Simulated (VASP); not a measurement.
Here is a VASP 6.6.1 calculation.

File INCAR:

```
SYSTEM = MgO
ALGO = Normal
EDIFF = 1E-6
ENCUT = 520
ISIF = 2
ISMEAR = 0
LASPH = .TRUE.
LCHARG = .FALSE.
LREAL = .FALSE.
LWAVE = .FALSE.
NBANDS = 11
NELM = 60
PREC = Accurate
SIGMA = 0.05
```

The input KPOINTS:

```
k-points
0
G
  10 10 10
  0 0 0
```

File POSCAR:

```
MgO
1.0
   -0.1067575000      2.1351500000      2.1351500000
    2.1351500000     -0.1067575000      2.1351500000
    2.0283925000      2.0283925000      0.0000000000
Mg O
1 1
Direct
    0.0000000000      0.0000000000      0.0000000000
    0.5000000000      0.5000000000      0.5000000000
```

Potentials or basis: VASP PAW LDA potentials, release 64 (Mg, O).

Launch:

```bash
$ cat potpaw_LDA.64/Mg/POTCAR potpaw_LDA.64/O/POTCAR > POTCAR
$ mpirun -np 1 vasp_std > vasp.out
```

(1) Predict the band gap on the k mesh.

(2) Estimate the pressure.

## Answers

(1) 3.77 eV, direct.

(2) -12.8 GPa.

Caveat: the cell differs from its parent crystal (strain -0.1000 x Voigt [0, 0, 0, 0, 0, 1]).
